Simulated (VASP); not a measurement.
# ZnO (Pm-3m) in VASP: further runs

Aim: see how the results for ZnO move with the level of theory and the settings. Levels: HSE06, LDA. Tasks: single point.

Everything below comes from runs of VASP 6.6.1. Logs are shortened: lines on timing, memory, paths and dates and some standing lists are left out, and cuts for length are marked.

## (1) The cell of the first run

It takes space group Pm-3m (No. 221, cubic). The conventional cell has a = 2.647 Å, b = 2.647 Å, c = 2.647 Å, α = 90.00°, β = 90.00°, γ = 90.00°. Zn (site symmetry m-3m) has 8 O at 2.29 Å and 6 Zn at 2.65 Å within 3.0 Å. Within 3.0 Å of O (site symmetry m-3m) lie 8 Zn at 2.29 Å and 6 O at 2.65 Å.

## (2) Single point, HSE06

The input, POSCAR:

```
ZnO
1.0
    2.6468456133      0.0000000000      0.0000000000
    0.0000000000      2.6468456133      0.0000000000
    0.0000000000      0.0000000000      2.6468456133
Zn O
1 1
Direct
    0.0000000000      0.0000000000      0.0000000000
    0.5000000000      0.5000000000      0.5000000000
```

The input, INCAR.step1:

```
ALGO     = Normal         # electronic algorithm
EDIFF    = 1E-5           # SCF threshold, eV
ENCUT    = 520            # plane-wave cutoff, eV
GGA      = PE             # functional
ISIF     = 2              # what is computed and relaxed
ISMEAR   = -1             # smearing method
LASPH    = True           # aspherical terms in the spheres
LCHARG   = False          # write CHGCAR
LREAL    = False          # projectors in reciprocal space
LWAVE    = True           # write WAVECAR
NBANDS   = 16             # bands
NELM     = 100            # most SCF steps
PREC     = Accurate       # precision mode
SIGMA    = 0.02           # smearing width, eV
```

The input, INCAR.step2:

```
ALGO     = Normal         # electronic algorithm
EDIFF    = 1E-6           # SCF threshold, eV
ENCUT    = 520            # plane-wave cutoff, eV
GGA      = PE             # functional
HFSCREEN = 0.2079         # screening, 1/A
ISIF     = 2              # what is computed and relaxed
ISMEAR   = -1             # smearing method
ISTART   = 1            
LASPH    = True           # aspherical terms in the spheres
LCHARG   = False          # write CHGCAR
LHFCALC  = True           # exact exchange
LREAL    = False          # projectors in reciprocal space
LWAVE    = False          # write WAVECAR
NBANDS   = 16             # bands
NELM     = 100            # most SCF steps
PREC     = Accurate       # precision mode
PRECFOCK = Normal       
SIGMA    = 0.02           # smearing width, eV
```

The input, KPOINTS:

```
k-points
0
Gamma
  6 6 6
```

Potentials or basis: VASP PAW PBE potentials, release 64 (Zn, O).

The run is started by

```console
$ cat potpaw_PBE.64/Zn/POTCAR potpaw_PBE.64/O/POTCAR > POTCAR
$ cp INCAR.step1 INCAR
$ mpirun -np 1 vasp_std > vasp.out
$ cp INCAR.step2 INCAR
$ mpirun -np 1 vasp_std > vasp.out
```

OUTCAR:

```text
EDIFF = 1E-6
   ENCUT = 520
   GGA = PE
   HFSCREEN = 0.2079
   ISIF = 2
   ISMEAR = -1
   ISTART = 1
   LASPH = True
   LHFCALC = True
   LREAL = False
   NELM = 100
   PREC = Accurate
   PRECFOCK = Normal

 ion  position               nearest neighbor table
   1  0.000  0.000  0.000-   2 2.29   2 2.29   2 2.29   2 2.29   2 2.29   2 2.29   2 2.29   2 2.29

   2  0.500  0.500  0.500-   1 2.29   1 2.29   1 2.29   1 2.29   1 2.29   1 2.29   1 2.29   1 2.29

  LATTYP: Found a simple cubic cell.
 ALAT       =     2.6468456133

  Lattice vectors:

 A1 = (   2.6468456133,   0.0000000000,   0.0000000000)
 A2 = (   0.0000000000,   2.6468456133,   0.0000000000)
 A3 = (   0.0000000000,   0.0000000000,   2.6468456133)

Analysis of symmetry for initial positions (statically):
=====================================================================
 Subroutine PRICEL returns:
 Original cell was already a primitive cell.

 Routine SETGRP: Setting up the symmetry group for a
 simple cubic supercell.

 Subroutine GETGRP returns: Found 48 space group operations
 (whereof 48 operations were pure point group operations)
 out of a pool of 48 trial point group operations.

The static configuration has the point symmetry O_h .

Analysis of symmetry for dynamics (positions and initial velocities):
=====================================================================
 Subroutine PRICEL returns:
 Original cell was already a primitive cell.

 Routine SETGRP: Setting up the symmetry group for a
 simple cubic supercell.

 Subroutine GETGRP returns: Found 48 space group operations
 (whereof 48 operations were pure point group operations)
 out of a pool of 48 trial point group operations.

The dynamic configuration has the point symmetry O_h .

 Subroutine INISYM returns: Found 48 space group operations
 (whereof 48 operations are pure point group operations),
 and found     1 'primitive' translations

----------------------------------------------------------------------------------------

                                     Primitive cell

  volume of cell :      18.5432

  direct lattice vectors                    reciprocal lattice vectors
     2.646845613  0.000000000  0.000000000     0.377808209  0.000000000  0.000000000
     0.000000000  2.646845613  0.000000000     0.000000000  0.377808209  0.000000000
     0.000000000  0.000000000  2.646845613     0.000000000  0.000000000  0.377808209

  length of vectors
     2.646845613  2.646845613  2.646845613     0.377808209  0.377808209  0.377808209

  position of ions in fractional coordinates (direct lattice)
     0.000000000  0.000000000  0.000000000
     0.500000000  0.500000000  0.500000000

  ion indices of the primitive-cell ions
   primitive index   ion index
                 1           1
                 2           2

----------------------------------------------------------------------------------------

 KPOINTS: k-points

Automatic generation of k-mesh.
 Grid dimensions read from file:
 generate k-points for:    6    6    6

 Generating k-lattice:

  Cartesian coordinates                     Fractional coordinates (reciprocal lattice)
     0.062968035  0.000000000  0.000000000     0.166666667  0.000000000  0.000000000
     0.000000000  0.062968035  0.000000000     0.000000000  0.166666667  0.000000000
     0.000000000  0.000000000  0.062968035     0.000000000  0.000000000  0.166666667

  Length of vectors
     0.062968035  0.062968035  0.062968035

  Shift w.r.t. Gamma in fractional coordinates (k-lattice)
     0.000000000  0.000000000  0.000000000

 Subroutine IBZKPT returns following result:
 ===========================================

 Found     20 irreducible k-points:

 Following reciprocal coordinates:
            Coordinates               Weight
  0.000000  0.000000  0.000000      1.000000
  0.166667  0.000000  0.000000      6.000000
  0.333333  0.000000  0.000000      6.000000
  0.500000  0.000000  0.000000      3.000000
  0.166667  0.166667  0.000000     12.000000
  0.333333  0.166667  0.000000     24.000000
[... 12 lines left out ...]
  0.500000  0.500000  0.333333      6.000000
  0.500000  0.500000  0.500000      1.000000
   k-points           NKPTS =     20   k-points in BZ     NKDIM =    216   number of bands    NBANDS=     16
   number of dos      NEDOS =    301   number of ions     NIONS =      2
   total plane-waves  NPLWV =   8000
   dimension x,y,z NGX =    20 NGY =   20 NGZ =   20
   dimension x,y,z NGXF=    40 NGYF=   40 NGZF=   40
   ions per type =               1   1
   NGX,Y,Z   is equivalent  to a cutoff of  12.56, 12.56, 12.56 a.u.
   NGXF,Y,Z  is equivalent  to a cutoff of  25.12, 25.12, 25.12 a.u.
 SYSTEM =  unknown system
   PREC   = accura    normal or accurate (medium, high low for compatibility)
   ISTART =      1    job   : 0-new  1-cont  2-samecut
   ICHARG =      0    charge: 1-file 2-atom 10-const
   ISPIN  =      1    spin polarized calculation?
   LNONCOLLINEAR =      F non collinear calculations
   LSORBIT =      F    spin-orbit coupling
   LASPH  =      T    aspherical Exc in radial PAW
   ENCUT  =  520.0 eV  38.22 Ry    6.18 a.u.   4.92  4.92  4.92*2*pi/ulx,y,z
   NELM   =    100;   NELMIN=  2; NELMDL=  0     # of ELM steps
   EDIFF  = 0.1E-05   stopping-criterion for ELM
   LREAL  =      F    real-space projection
   EDIFFG = 0.1E-04   stopping-criterion for IOM
   NSW    =      0    number of steps for IOM
   IBRION =     -1    ionic relax: 0-MD 1-quasi-New 2-CG
   NFREE  =      0    steps in history (QN), initial steepest desc. (CG)
   ISIF   =      2    stress and relaxation
   ISYM   =      3    0-nonsym 1-usesym 2-fastsym
   POTIM  = 0.5000    time-step for ionic-motion
   TEBEG  =    0.0;   TEEND  =   0.0 temperature during run
   PSTRESS=    0.0 pullay stress
   NELECT =      18.0000    total number of electrons
   NUPDOWN=      -1.0000    fix difference up-down
   EMIN   =  10.00;   EMAX   =-10.00  energy-range for DOS
   EFERMI =   0.00;   METHOD = LEGACY
   ISMEAR =    -1;   SIGMA  =   0.02  broadening in eV -4-tet -1-fermi 0-gaus
   EFERMI_NEDOS =   21; number of points for ismear=-14 and -15
   IALGO  =     38    algorithm
   IMIX   =      1    mixing-type and parameters
     AMIX     =   0.40;   BMIX     =  1.00
     AMIX_MAG =   1.60;   BMIX_MAG =  1.00
  volume/ion in A,a.u.               =       9.27        62.57
  Fermi-wavevector in a.u.,A,eV,Ry     =   1.620953  3.063157 35.749148  2.627488
  Thomas-Fermi vector in A             =   2.714808
   LORBIT       =      0    0 simple, 1 ext, 2 COOP (PROOUT), +10 PAW based schemes
   GGA     = PE    functional components
   LHFCALC =     T    Hartree Fock is set to
   PRECFOCK=normal    Normal, Fast or Accurate (Low or Medium for compatibility)
   ENCUT4O =  -1.0   cutoff for four orbital integrals eV
   NKREDX  =     1    reduce k-point grid by
   NKREDY  =     1    reduce k-point grid by
   NKREDZ  =     1    reduce k-point grid by
   AEXX    =    0.2500 exact exchange contribution
   HFSCREEN=    0.2079 screening length (either q_TF or 0.3 A-1)
   HFSCREENC=   0.2079 screening length for correlation (either q_TF or 0.3 A-1)
   ENCUTFOCK=  -1.0 apply spherical cutoff to Coloumb kernel
   IVDW    =     0    specifies the selected vdW correction
   LEPSILON=     F    determine dielectric tensor
   LRPA    =     F    only Hartree local field effects (RPA)
 non-spin polarized calculation
  energy-cutoff  :      520.00
  volume of cell :       18.54
 maximum number of plane-waves:       512
 NGX is ok and might be reduce to    20
  NGX = 16; NGY = 16; NGZ = 16

 number of electron      18.0000026 magnetization

 Free energy of the ion-electron system (eV)
  ---------------------------------------------------
  ext. energy  EPLUGINS =         0.00000000
  ---------------------------------------------------
  free energy    TOTEN  =        -9.79340306 eV

  energy without entropy =       -9.79340306  energy(sigma->0) =       -9.79340306

 E-fermi :   2.9719     XC(G=0): -10.3789

 val. band max:        2.5368064570   @ k =   0.5000   0.0000   0.0000
 cond. band min:       3.3383689579   @ k =   0.0000   0.0000   0.0000
 fundamental gap:      0.8015625010
 Fermi energy:         2.9718977486

 k-point     1 :       0.0000    0.0000    0.0000
  band No.  band energies     occupation
      1     -17.9756      2.00000
      2      -5.4142      2.00000
      3      -5.4142      2.00000
      4      -4.3049      2.00000
      5      -4.3049      2.00000
      6      -4.3049      2.00000
[... 8 lines left out ...]
     15      22.9871      0.00000
     16      37.3870      0.00000

 k-point     2 :       0.1667    0.0000    0.0000
  band No.  band energies     occupation
      1     -17.6736      2.00000
      2      -5.3790      2.00000
      3      -5.3689      2.00000
      4      -4.4767      2.00000
      5      -4.4767      2.00000
      6      -4.2956      2.00000
[... 8 lines left out ...]
     15      24.9974      0.00000
     16      31.8770      0.00000

 k-point     3 :       0.3333    0.0000    0.0000
  band No.  band energies     occupation
      1     -16.9771      2.00000
      2      -5.8809      2.00000
      3      -5.3079      2.00000
      4      -4.7831      2.00000
      5      -4.7831      2.00000
      6      -4.2769      2.00000
[... 8 lines left out ...]
     15      27.1088      0.00000
     16      29.6181      0.00000

 k-point     4 :       0.5000    0.0000    0.0000
  band No.  band energies     occupation
      1     -16.5619      2.00000
      2      -6.5693      2.00000
      3      -5.2721      2.00000
      4      -4.9218      2.00000
      5      -4.9218      2.00000
      6      -4.2675      2.00000
[... 8 lines left out ...]
     15      24.5448      0.00000
     16      33.2820      0.00000
[... 248 lines left out ...]
 k-point    18 :       0.5000    0.3333    0.3333
  band No.  band energies     occupation
      1     -15.3097      2.00000
      2      -5.7892      2.00000
      3      -5.7075      2.00000
      4      -5.1206      2.00000
      5      -4.3222      2.00000
      6      -4.1029      2.00000
[... 8 lines left out ...]
     15      25.3244      0.00000
     16      26.7920      0.00000

 k-point    19 :       0.5000    0.5000    0.3333
  band No.  band energies     occupation
      1     -15.0449      2.00000
      2      -5.8736      2.00000
      3      -5.8736      2.00000
      4      -5.6285      2.00000
      5      -4.2015      2.00000
      6      -3.9093      2.00000
[... 8 lines left out ...]
     15      26.3944      0.00000
     16      26.3944      0.00000

 k-point    20 :       0.5000    0.5000    0.5000
  band No.  band energies     occupation
      1     -14.7544      2.00000
      2      -6.1074      2.00000
      3      -6.1074      2.00000
      4      -6.1074      2.00000
      5      -3.9023      2.00000
      6      -3.9023      2.00000
[... 8 lines left out ...]
     15      26.3148      0.00000
     16      26.3148      0.00000

------------------------ aborting loop because EDIFF is reached ----------------------------------------

  FORCE on cell =-STRESS in cart. coord.  units (eV):
  Direction    XX          YY          ZZ          XY          YZ          ZX
  --------------------------------------------------------------------------------------
  -------------------------------------------------------------------------------------
  Total        0.1267673      0.1267673      0.1267673      0.0000000      0.0000000     -0.0000000
  in kB       10.9529686     10.9529686     10.9529686      0.0000000      0.0000000     -0.0000000
  external PRESSURE =      10.9529686 kB  Pullay stress =       0.0000000 kB

 VOLUME and BASIS-vectors are now :
 -----------------------------------------------------------------------------
  energy-cutoff  :      520.00
  volume of cell :       18.54
      direct lattice vectors                 reciprocal lattice vectors
     2.646845613  0.000000000  0.000000000     0.377808209  0.000000000  0.000000000
     0.000000000  2.646845613  0.000000000     0.000000000  0.377808209  0.000000000
     0.000000000  0.000000000  2.646845613     0.000000000  0.000000000  0.377808209

 POSITION                                       TOTAL-FORCE (eV/Angst)
 -----------------------------------------------------------------------------------
      0.00000      0.00000      0.00000         0.000000      0.000000      0.000000
      1.32342      1.32342      1.32342         0.000000      0.000000      0.000000
 -----------------------------------------------------------------------------------
    total drift:                               -0.000007     -0.000007     -0.000007

  FREE ENERGIE OF THE ION-ELECTRON SYSTEM (eV)
  ---------------------------------------------------
  free  energy   TOTEN  =        -9.7934030577 eV

  energy  without entropy=       -9.7934030576  energy(sigma->0) =       -9.79340306
```

It took 26 min on 1 thread of Intel Xeon 8259CL, shared host; peak memory 0.24 GiB.

What came out:

```yaml
Free_energy: -9.7934 eV
Pressure: 1.1 GPa
Band_gap_on_the_k_mesh: 0.80 eV (least direct gap 2.11 eV)
```

Caveat: the structure was generated, so it needn't be the stable form of ZnO; the PAW data sets were made with another functional, which shifts forces and pressure a little.

## (3) Single point, LDA

This run uses another cell than the first one, of 8.91 Å³/atom.

The input, INCAR:

```
ALGO = Normal
EDIFF = 1E-6
ENCUT = 1340
GGA_COMPAT = F
ISIF = 2
ISMEAR = -1
LASPH = T
LCHARG = T
LELF = T
LREAL = F
LVHAR = T
LWAVE = F
NBANDS = 16
NELM = 120
PREC = Accurate
SIGMA = 0.02
```

The input, KPOINTS:

```
k-points
0
Gamma
  8 8 8
```

The input, POSCAR:

```
ZnO
1.0
    2.6119239293      0.0000000000      0.0000000000
    0.0000000000      2.6119239293      0.0000000000
    0.0000000000      0.0000000000      2.6119239293
Zn O
1 1
Direct
    0.0000000000      0.0000000000      0.0000000000
    0.5000000000      0.5000000000      0.5000000000
```

Potentials or basis: VASP PAW LDA potentials, release 64 (Zn, O_h).

The run is started by

```console
$ cat potpaw_LDA.64/Zn/POTCAR potpaw_LDA.64/O_h/POTCAR > POTCAR
$ mpirun -np 1 vasp_std > vasp.out
```

Run time: 35 s. Hardware: 1 thread of AMD EPYC 7R13 (Zen 3), shared host; peak memory 0.14 GiB.

The run converged. Its results:

```
Free energy            : -9.1979 eV
Pressure               : 1.2 GPa
Band gap on the k mesh : zero (bands 9 and 10 overlap by 0.38 eV)
```

Levels at points of the mesh, in eV from the Fermi level:
```csv
k point,band 7,band 8,band 9,band 10,band 11,band 12
"(0.00, 0.00, 0.00)",-1.46,-1.46,-1.46,-0.42,14.38,14.38
"(0.50, 0.00, 0.00)",-4.66,-0.04,-0.04,5.39,7.02,16.09
"(0.50, 0.50, 0.00)",-5.53,-5.22,-0.28,2.67,10.52,10.52
"(0.50, 0.50, 0.50)",-1.47,-1.47,-1.47,5.32,5.32,5.32
```

Caveat: the structure was generated, so it needn't be the stable form of ZnO; semilocal functionals underestimate gaps, and a narrow one can read as zero.

The gap in the log of VASP goes by the Fermi energy; the results here count the filled bands.